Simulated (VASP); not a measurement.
# ZnS (F-43m) in VASP: further runs

Runs on ZnS. Level: PBE. Tasks: elastic constants, vibrations by perturbation theory.

Program: VASP 6.6.1. These are calculated values, not measurements. Logs are shortened: lines on timing, memory, paths and dates and some standing lists are left out, and cuts for length are marked.

### Step 1. The cell of the first run

It takes space group F-43m (No. 216, cubic). The conventional cell has a = 5.294 Å, b = 5.294 Å, c = 5.294 Å, α = 90.00°, β = 90.00°, γ = 90.00°. Zn (site symmetry -43m) has 4 S at 2.29 Å within 3.0 Å. Within 3.0 Å of S (site symmetry -43m) lie 4 Zn at 2.29 Å.

### Step 2. Elastic constants, PBE

File INCAR:

```
  PREC = Accurate
  ENCUT = 600
  EDIFF = 1E-8
  ISMEAR = 0
  SIGMA = 0.01
  LREAL = False
  LASPH = True
  NELM = 60
  ALGO = Normal
  ISIF = 3
  LWAVE = False
  LCHARG = False
  GGA = PE
  IBRION = 6
  NFREE = 2
  POTIM = 0.015
  NSW = 1
```

File KPOINTS:

```
Automatic mesh
0
Gamma
  10 10 10
```

File POSCAR:

```
ZnS
1.0
    0.0000000000      2.6469815675      2.6469815675
    2.6469815675      0.0000000000      2.6469815675
    2.6469815675      2.6469815675      0.0000000000
Zn S
1 1
Direct
    0.0000000000      0.0000000000      0.0000000000
    0.7500000000      0.7500000000      0.7500000000
```

Potentials or basis: VASP PAW PBE potentials, release 64 (Zn, S).

Command:

```
> cat potpaw_PBE.64/Zn/POTCAR potpaw_PBE.64/S/POTCAR > POTCAR
> mpirun -np 1 vasp_std > vasp.out
```

OUTCAR:

```text
PREC = Accurate
   ENCUT = 600
   EDIFF = 1E-8
   ISMEAR = 0
   LREAL = False
   LASPH = True
   NELM = 60
   ISIF = 3
   GGA = PE
   IBRION = 6
   NFREE = 2
   POTIM = 0.015
   NSW = 1

 ion  position               nearest neighbor table
   1  0.000  0.000  0.000-   2 2.29   2 2.29   2 2.29   2 2.29
   2  0.750  0.750  0.750-   1 2.29   1 2.29   1 2.29   1 2.29

  LATTYP: Found a face centered cubic cell.
 ALAT       =     5.2939631350

  Lattice vectors:

 A1 = (   0.0000000000,   2.6469815675,   2.6469815675)
 A2 = (   2.6469815675,   0.0000000000,   2.6469815675)
 A3 = (   2.6469815675,   2.6469815675,   0.0000000000)

Analysis of symmetry for initial positions (statically):
=====================================================================
 Subroutine PRICEL returns:
 Original cell was already a primitive cell.

 Routine SETGRP: Setting up the symmetry group for a
 face centered cubic supercell.

 Subroutine GETGRP returns: Found 24 space group operations
 (whereof 24 operations were pure point group operations)
 out of a pool of 48 trial point group operations.

The static configuration has the point symmetry T_d .

Analysis of symmetry for dynamics (positions and initial velocities):
=====================================================================
 Subroutine PRICEL returns:
 Original cell was already a primitive cell.

 Routine SETGRP: Setting up the symmetry group for a
 face centered cubic supercell.

 Subroutine GETGRP returns: Found 24 space group operations
 (whereof 24 operations were pure point group operations)
 out of a pool of 48 trial point group operations.

The dynamic configuration has the point symmetry T_d .

 Subroutine INISYM returns: Found 24 space group operations
 (whereof 24 operations are pure point group operations),
 and found     1 'primitive' translations

----------------------------------------------------------------------------------------

                                     Primitive cell

  volume of cell :      37.0922

  direct lattice vectors                    reciprocal lattice vectors
     0.000000000  2.646981568  2.646981568    -0.188894402  0.188894402  0.188894402
     2.646981568  0.000000000  2.646981568     0.188894402 -0.188894402  0.188894402
     2.646981568  2.646981568  0.000000000     0.188894402  0.188894402 -0.188894402

  length of vectors
     3.743397232  3.743397232  3.743397232     0.327174701  0.327174701  0.327174701

  position of ions in fractional coordinates (direct lattice)
     0.000000000  0.000000000  0.000000000
     0.750000000  0.750000000  0.750000000

  ion indices of the primitive-cell ions
   primitive index   ion index
                 1           1
                 2           2

----------------------------------------------------------------------------------------

 KPOINTS: Automatic mesh

Automatic generation of k-mesh.
 Grid dimensions read from file:
 generate k-points for:   10   10   10

 Generating k-lattice:

  Cartesian coordinates                     Fractional coordinates (reciprocal lattice)
    -0.018889440  0.018889440  0.018889440     0.100000000  0.000000000  0.000000000
     0.018889440 -0.018889440  0.018889440     0.000000000  0.100000000  0.000000000
     0.018889440  0.018889440 -0.018889440     0.000000000  0.000000000  0.100000000

  Length of vectors
     0.032717470  0.032717470  0.032717470

  Shift w.r.t. Gamma in fractional coordinates (k-lattice)
     0.000000000  0.000000000  0.000000000

 Subroutine IBZKPT returns following result:
 ===========================================

 Found     47 irreducible k-points:

 Following reciprocal coordinates:
            Coordinates               Weight
  0.000000  0.000000  0.000000      1.000000
  0.100000  0.000000  0.000000      8.000000
  0.200000  0.000000  0.000000      8.000000
  0.300000  0.000000  0.000000      8.000000
  0.400000  0.000000  0.000000      8.000000
  0.500000  0.000000  0.000000      4.000000
[... 16 lines left out ...]
  0.300000  0.300000  0.000000      6.000000
  0.400000  0.300000  0.000000     24.000000
 [... further k-points ...]
   k-points           NKPTS =     47   k-points in BZ     NKDIM =     47   number of bands    NBANDS=     13
[... 42 lines left out ...]
   GGA     = PE    functional components
   LHFCALC =     F    Hartree Fock is set to
   AEXX    =    0.0000 exact exchange contribution
   IVDW    =     0    specifies the selected vdW correction
   LEPSILON=     F    determine dielectric tensor
   LRPA    =     F    only Hartree local field effects (RPA)
 finite differences with symmetry
 non-spin polarized calculation
 Gauss-broadening in eV      SIGMA  =   0.01
  energy-cutoff  :      600.00
  volume of cell :       37.09
 maximum number of plane-waves:      1266
 NGX is ok and might be reduce to    30
   NGX = 15   NGY = 15   NGZ = 15

--------------------------------------- Ionic step        1  -------------------------------------------

 number of electron      17.9999987 magnetization

 Free energy of the ion-electron system (eV)
  ---------------------------------------------------
  ext. energy  EPLUGINS =         0.00000000
  ---------------------------------------------------
  free energy    TOTEN  =        -6.78309012 eV

  energy without entropy =       -6.78309012  energy(sigma->0) =       -6.78309012

------------------------ aborting loop because EDIFF is reached ----------------------------------------

  FORCE on cell =-STRESS in cart. coord.  units (eV):
  Direction    XX          YY          ZZ          XY          YZ          ZX
  --------------------------------------------------------------------------------------
  -------------------------------------------------------------------------------------
  Total        1.6650120      1.6650120      1.6650120     -0.0000000      0.0000000      0.0000000
  in kB       71.9192608     71.9192608     71.9192608     -0.0000000      0.0000000      0.0000000
  external PRESSURE =      71.9192608 kB  Pullay stress =       0.0000000 kB
[... 89 lines left out ...]
  FREE ENERGIE OF THE ION-ELECTRON SYSTEM (eV)
  ---------------------------------------------------
  free  energy   TOTEN  =        -6.7548455793 eV

  energy  without entropy=       -6.7548455793  energy(sigma->0) =       -6.75484558

[... ionic steps 4 to 14 ...]

--------------------------------------- Ionic step       15  -------------------------------------------

 number of electron      17.9999994 magnetization

------------------------ aborting loop because EDIFF is reached ----------------------------------------
[... 67 lines left out ...]
--------------------------------------- Ionic step       17  -------------------------------------------

 number of electron      17.9999987 magnetization

 Free energy of the ion-electron system (eV)
  ---------------------------------------------------
  ext. energy  EPLUGINS =         0.00000000
  ---------------------------------------------------
  free energy    TOTEN  =        -6.78228105 eV

  energy without entropy =       -6.78228105  energy(sigma->0) =       -6.78228105

 E-fermi :   2.7837     XC(G=0):  -9.9237

 val. band max:        2.7159025510   @ k =   0.0000   0.0000   0.0000
 cond. band min:       5.0947132496   @ k =   0.0000   0.0000   0.0000
 fundamental gap:      2.3788106986
 Fermi energy:         2.7836728051

 k-point     1 :       0.0000    0.0000    0.0000
  band No.  band energies     occupation
      1     -10.8870      2.00000
      2      -3.9161      2.00000
      3      -3.9033      2.00000
      4      -3.8905      2.00000
      5      -3.3290      2.00000
      6      -3.3289      2.00000
      7       2.6913      2.00000
      8       2.7044      2.00000
      9       2.7159      2.00000
     10       5.0947      0.00000
     11       9.0427      0.00000
     12       9.0492      0.00000
     13       9.0573      0.00000
[... 354 lines left out ...]
  band No.  band energies     occupation
      1      -9.8103      2.00000
      2      -3.9668      2.00000
      3      -3.6260      2.00000
      4      -3.6180      2.00000
      5      -3.3068      2.00000
      6      -3.2612      2.00000
      7      -1.1982      2.00000
      8       0.5065      2.00000
      9       0.7475      2.00000
     10       6.6675      0.00000
     11       7.4713      0.00000
     12      11.6854      0.00000
     13      12.6009      0.00000

 [... further k-points ...]

------------------------ aborting loop because EDIFF is reached ----------------------------------------

  FORCE on cell =-STRESS in cart. coord.  units (eV):
  Direction    XX          YY          ZZ          XY          YZ          ZX
  --------------------------------------------------------------------------------------
  -------------------------------------------------------------------------------------
  Total        1.6655484      1.6682159      1.6682159      0.0000000     -0.1226539      0.0000000
  in kB       71.9424302     72.0576497     72.0576497      0.0000000     -5.2979645      0.0000000
  external PRESSURE =      72.0192432 kB  Pullay stress =       0.0000000 kB
[... 17 lines left out ...]
  FREE ENERGIE OF THE ION-ELECTRON SYSTEM (eV)
  ---------------------------------------------------
  free  energy   TOTEN  =        -6.7822810512 eV

  energy  without entropy=       -6.7822810512  energy(sigma->0) =       -6.78228105

 INTERNAL STRAIN TENSORS FROM STRAINED CELLS
 ============================================

 INTERNAL STRAIN TENSOR FOR ION    1 for displacements in x,y,z  (eV/Angst):
          X           Y           Z          XY          YZ          ZX
  --------------------------------------------------------------------------------
  x     0.00000    -0.00000    -0.00000    -0.00000    -8.17971    -0.00000
  y     0.00000    -0.00000    -0.00000    -0.00000     0.00000    -8.18098
  z     0.00000    -0.00000     0.00000    -8.17918    -0.00000     0.00000

 INTERNAL STRAIN TENSORS FROM DISPLACED ATOMS
 ============================================

 INTERNAL STRAIN TENSOR FOR ION    1 for displacements in x,y,z  (eV/Angst):
          X           Y           Z          XY          YZ          ZX
  --------------------------------------------------------------------------------
  x     0.00000     0.00000     0.00000     0.00000    -8.17512     0.00000
  y     0.00000    -0.00000     0.00000     0.00000     0.00000    -8.17512
  z     0.00000     0.00000     0.00000    -8.17512     0.00000     0.00000

 INTERNAL STRAIN TENSOR FOR ION    2 for displacements in x,y,z  (eV/Angst):
          X           Y           Z          XY          YZ          ZX
  --------------------------------------------------------------------------------
  x     0.00000     0.00000     0.00000     0.00000     8.17699     0.00000
  y    -0.00000    -0.00000    -0.00000     0.00000     0.00000     8.17699
  z     0.00000     0.00000     0.00000     8.17699     0.00000     0.00000

 Eigenvectors and eigenvalues of the dynamical matrix
 ----------------------------------------------------

   1 f  =    9.032755 THz    56.754473 2PiTHz  301.300274 cm-1    37.356456 meV
             X         Y         Z           dx          dy          dz
      0.000000  0.000000  0.000000     0.000000    0.000000   -0.572696
      3.970472  3.970472  3.970472     0.000000    0.000000    0.819768
[... 21 lines left out ...]
   6 f/i=    0.010096 THz     0.063437 2PiTHz    0.336777 cm-1     0.041755 meV
             X         Y         Z           dx          dy          dz
      0.000000  0.000000  0.000000    -0.237349   -0.667097    0.413118
      3.970472  3.970472  3.970472    -0.165814   -0.466039    0.288607

--------------------------------------------------------------------------------------------------------

 ELASTIC MODULI CONTR FROM IONIC RELAXATION (kBar)
 Direction    XX          YY          ZZ          XY          YZ          ZX
 --------------------------------------------------------------------------------
 XX          -0.0000      0.0000      0.0000     -0.0000      0.0000      0.0000
 YY           0.0000     -0.0000      0.0000     -0.0000     -0.0000     -0.0000
 ZZ           0.0000      0.0000     -0.0000      0.0000     -0.0000      0.0000
 XY          -0.0000     -0.0000      0.0000   -402.3291      0.0000      0.0000
 YZ           0.0000     -0.0000     -0.0000      0.0000   -402.3291      0.0000
 ZX           0.0000     -0.0000      0.0000      0.0000      0.0000   -402.3291
 --------------------------------------------------------------------------------

 TOTAL ELASTIC MODULI (kBar)
 Direction    XX          YY          ZZ          XY          YZ          ZX
 --------------------------------------------------------------------------------
 XX        1174.8748    802.8094    802.8094     -0.0000      0.0000      0.0000
 YY         802.8094   1174.8748    802.8094      0.0000     -0.0000      0.0000
 ZZ         802.8094    802.8094   1174.8748      0.0000      0.0000     -0.0000
 XY          -0.0000      0.0000      0.0000    465.2053      0.0000     -0.0000
 YZ           0.0000     -0.0000      0.0000      0.0000    465.2053     -0.0000
 ZX           0.0000      0.0000     -0.0000     -0.0000     -0.0000    465.2053
 --------------------------------------------------------------------------------
```

It took 37 min on 1 thread of Intel Xeon 8259CL, shared host; peak memory 0.41 GiB.

What came out:

| Quantity | Value |
| --- | --- |
| Elastic constants C11, C12, C44 | 117, 80, 47 GPa |
| Voigt bulk modulus | 93 GPa |
| Highest phonon frequency at Γ, LO-TO splitting left out | 301 cm⁻¹ |

Phonon frequencies in cm⁻¹ (negative: imaginary):
```csv
q point,frequencies
"(0.000, 0.000, 0.000)",0 0 0 301 301 301
```

Elastic tensor in Voigt notation (GPa, in the Cartesian axes of the cell as first typed):
```
117  80  80   0   0   0
 80 117  80   0   0   0
 80  80 117   0   0   0
  0   0   0  47   0   0
  0   0   0   0  47   0
  0   0   0   0   0  47
```

Clamped-ion elastic tensor (GPa):
```
117  80  80   0   0   0
 80 117  80   0   0   0
 80  80 117   0   0   0
  0   0   0  87   0   0
  0   0   0   0  87   0
  0   0   0   0   0  87
```

Caveat: the cell is under stress, which shifts elastic constants.

(Part 1 of 2 ends here.)
